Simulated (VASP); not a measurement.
HfO2, 6 atoms in the cell. The structure is orthorhombic, space group Amm2 (No. 38). Conventional cell: a = 3.186 Å, b = 6.773 Å, c = 6.773 Å, α = 90.00°, β = 90.00°, γ = 90.00°. Within 2.4 Å of Hf (site symmetry mm2) lie 4 O at 1.78 to 2.13 Å. Within 2.7 Å of Hf (site symmetry mm2) lie 6 O at 2.06 to 2.07 Å. Within 2.4 Å of O (site symmetry mm2) lie 3 Hf at 1.78 to 2.06 Å. O (site symmetry m) has 3 Hf at 2.07 to 2.13 Å and 1 O at 2.64 Å within 2.7 Å. Within 2.7 Å of O (site symmetry mm2) lie 3 Hf at 2.06 to 2.44 Å and 1 O at 2.64 Å.  This cell differs from its parent crystal: atom 1 (Hf) moved +0.525 Å along Cartesian [1 -1 0].

```yaml
Program: VASP 6.6.1
Task: single point
Functional: LDA
Potentials_or_basis: VASP PAW LDA potentials, release 64 (Hf_pv, O)
Cutoff: 520 eV
k_mesh: 6 × 6 × 8
Occupations: gaussian, width 0.05 eV
Spin: no spin polarisation
Dipole_correction: no
Further_INCAR_settings: ALGO = Normal; EDIFF = 1e-06; NBANDS = 31
```

Potentials or basis: VASP PAW LDA potentials, release 64 (Hf_pv, O).

Command:

```sh
$ cat potpaw_LDA.64/Hf_pv/POTCAR potpaw_LDA.64/O/POTCAR > POTCAR
$ mpirun -np 1 vasp_std > vasp.out
```

Hardware: 1 thread of Intel(R) Xeon(R) 6975P-C (Granite Rapids) (shared host).

Question: Estimate the wall time of this run.

Answer: Wall time 38 s on 1 thread of Intel(R) Xeon(R) 6975P-C (Granite Rapids), with other jobs on the host, peak memory 0.23 GiB. Counts: scf iterations 14, k points 65.
